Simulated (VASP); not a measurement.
Here is a VASP 6.6.1 calculation.

The input INCAR:

```
PREC     = Accurate       # precision mode
ENCUT    = 520            # plane-wave cutoff, eV
EDIFF    = 1E-7           # SCF threshold, eV
ISMEAR   = -1             # smearing method
SIGMA    = 0.05           # smearing width, eV
LREAL    = False          # projectors in reciprocal space
LASPH    = True           # aspherical terms in the spheres
NELM     = 150            # most SCF steps
ALGO     = Normal         # electronic algorithm
ISIF     = 2              # what is computed and relaxed
LWAVE    = False          # write WAVECAR
LCHARG   = True           # write CHGCAR
ISPIN    = 2              # spin polarisation
MAGMOM   = 0 0.18 0.18 0.18 0.18 0.18 0 0 0 0.18 # initial moments
LORBIT   = 11             # projections on sites
GGA      = PS             # functional
IVDW     = 13             # dispersion correction
LELF     = True           # ELF
LVHAR    = True         
NELECT   = 77.0         
NBANDS   = 54             # bands
```

Contents of KPOINTS:

```
Automatic mesh
0
Gamma
  2 2 2
  0.5 0.5 0.5
```

File POSCAR:

```
K2Zn2HF5
1.0
    8.1045260000      0.0000000000      0.0000000000
    0.0000000000      4.0522630000      0.0000000000
    0.0000000000      0.0000000000      4.0522630000
K Zn F H
2 2 5 1
Direct
    0.9987590000      0.0058120000      0.0092760000
    0.5018280000      0.0031260000      0.9965730000
    0.2491030000      0.5054360000      0.5065510000
    0.7548030000      0.4951330000      0.5035780000
    0.2474780000      0.5036310000      0.0007740000
    0.7512860000      0.5052320000      0.9996990000
    0.0021790000      0.4995420000      0.4899000000
    0.2501020000      0.9943540000      0.4995130000
    0.7535260000      0.9989310000      0.4932200000
    0.4982080000      0.4970530000      0.2544660000
```

Potentials or basis: VASP PAW PBE potentials, release 64 (K_sv, Zn, F, H).

Run with:

```sh
$ cat potpaw_PBE.64/K_sv/POTCAR potpaw_PBE.64/Zn/POTCAR potpaw_PBE.64/F/POTCAR potpaw_PBE.64/H/POTCAR > POTCAR
$ mpirun -np 1 vasp_std > vasp.out
```

What does it give for the site moments?

K +0.00, +0.02; Zn +0.03; F +0.08, +0.07, +0.01, +0.03 (each value once); H +0.29 μB.

Estimate the net moment.

1.00 μB per cell.

Predict the dispersion energy per atom.

-0.064 eV.

Forces on the atoms (eV/Å):
```
K    0.072 -0.043 -0.062
K   -0.013 -0.088 -0.441
Zn  -1.073 -0.279 -0.272
Zn   1.097  0.127 -0.195
F    0.787 -0.067 -0.025
F   -0.748 -0.040 -0.096
F   -0.074 -0.019  0.116
F    0.745  0.373  0.042
F   -0.746 -0.034  0.087
H   -0.048  0.070  0.847
```

Caveat: the k points lie up to 0.78 Å⁻¹ apart; the cell carries a net charge on a neutralising background, which shifts energy and pressure; the PAW data sets were made with another functional, which shifts forces and pressure a little.
